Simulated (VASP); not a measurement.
Input of a VASP 6.6.1 run:

File INCAR:

```
PREC = Accurate
ENCUT = 520
EDIFF = 1E-6
ISMEAR = 0
SIGMA = 0.1
LREAL = F
LASPH = T
NELM = 80
ALGO = Normal
ISIF = 2
LWAVE = F
LCHARG = F
LDIPOL = T
IDIPOL = 3
DIPOL = 0.5 0.5 0.342
GGA = PE
NBANDS = 36
```

The input KPOINTS:

```
Automatic mesh
0
Gamma
  9 9 1
```

File POSCAR:

```
Ti3SiN3
1.0
    3.0028555065      0.0000000000      0.0000000000
    0.0000000000      3.0028555065      0.0000000000
    0.0000000000      0.0000000000     19.7584945265
Ti N Si
3 3 1
Direct
    0.5000000000      0.5000000000      0.2024445736
    0.0000000000      0.0000000000      0.3072496201
    0.5000000000      0.5000000000      0.4076776418
    0.0000000000      0.0000000000      0.2024445736
    0.5000000000      0.5000000000      0.3055678856
    0.0000000000      0.0000000000      0.4179718508
    0.3750000000      0.3750000000      0.5501145974
```

Potentials or basis: VASP PAW PBE potentials, release 64 (Ti_sv, N, Si).

The run is started by

```sh
$ cat potpaw_PBE.64/Ti_sv/POTCAR potpaw_PBE.64/N/POTCAR potpaw_PBE.64/Si/POTCAR > POTCAR
$ mpirun -np 1 vasp_std > vasp.out
```

Problem. Estimate the largest force.

Solution. 1.652 eV/Å.

Forces on the atoms (eV/Å):
```
Ti  -0.013 -0.013  1.544
Ti   0.057  0.057 -0.189
Ti   0.105  0.105  1.552
N    0.001  0.001 -1.651
N   -0.045 -0.045 -0.221
N   -0.041 -0.041 -1.035
Si  -0.064 -0.064  0.000
```
